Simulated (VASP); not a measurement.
Runs of VASP 6.6.1 on AlNi. The structure is that of space group P4/mmm (No. 123), or close to it. The cells are those of the table. 

```csv
cell,gap on the mesh (eV),pressure (GPa)
"a = 2.651, b = 2.651, c = 3.111 Å, 2 atoms",none,15.3
"a = 2.996, b = 2.996, c = 2.651 Å, 2 atoms",none,-1.2
"a = 2.766, b = 2.766, c = 3.111 Å, 2 atoms",none,-1.8
"a = 3.111, b = 3.111, c = 2.651 Å, 2 atoms",none,(a)
```

Alike in all rows: task single point; level PBEsol; potentials or basis VASP PAW PBE potentials, release 64 (Al, Ni); no spin polarisation; k mesh 16 × 16 × 16; cutoff (eV) 520; smearing gaussian 0.15 eV.

Estimate the missing entries.

(a) -10.9.

Caveats: the PAW data sets were made with another functional, which shifts forces and pressure a little.

A gap of «none» marks levels without a gap at the run's occupations.
